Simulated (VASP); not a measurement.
Write the native input for VASP 6.6.1 that does the following.

| Quantity | Value |
| --- | --- |
| Task | single point |
| Functional | PBE |
| Potentials or basis | VASP PAW PBE potentials, release 64 (Te) |
| Cutoff | 520 eV |
| k mesh | 6 × 6 × 2 |
| Occupations | gaussian, width 0.1 eV |
| Spin | no spin polarisation |
| Dipole correction | no |
| Further INCAR settings | ALGO = Normal; EDIFF = 1e-07; NBANDS = 20 |

The structure of Te lies in POSCAR:

```
Te
1.0
    3.3992688919     -2.2466566970      0.0000000000
    3.3992688919      2.2466566970      0.0000000000
    0.0000000000      0.0000000000      9.1646725742
Te
4
Direct
    0.8500000000      0.1500000000      0.1170000000
    0.6500000000      0.3500000000      0.6170000000
    0.1500000000      0.8500000000      0.8830000000
    0.3500000000      0.6500000000      0.3830000000
```

One way to write it, as run:

INCAR

```
SYSTEM = Te
  ALGO = Normal
  EDIFF = 1E-7
  ENCUT = 520
  GGA = PE
  ISIF = 2
  ISMEAR = 0
  LASPH = .True.
  LCHARG = .False.
  LREAL = .False.
  LWAVE = .False.
  NBANDS = 20
  NELM = 60
  PREC = Accurate
  SIGMA = 0.1
```

KPOINTS

```
k-points
0
Gamma
  6 6 2
  0 0 0
```

Potentials or basis: VASP PAW PBE potentials, release 64 (Te).

Launch:

```console
$ cat potpaw_PBE.64/Te/POTCAR > POTCAR
$ mpirun -np 1 vasp_std > vasp.out
```

It gave:

```json
{
  "Pressure": "3.8 GPa",
  "Largest force": "1.991 eV/Å",
  "Band gap on the k mesh": "zero (bands 12 and 13 overlap by 1.43 eV)"
}
```

Caveat: the stress differs along the axes, from 0 to 8 GPa; spin-orbit coupling is left out, which moves the levels of the heavy elements; forces of over 1 eV/Å act on the atoms, so gaps and moduli don't describe the material at rest.

Wall time 48 s on 1 thread of Intel(R) Xeon(R) Platinum 8259CL CPU @ 2.50GHz (Skylake/Cascade Lake) (shared host), peak memory 0.25 GiB.
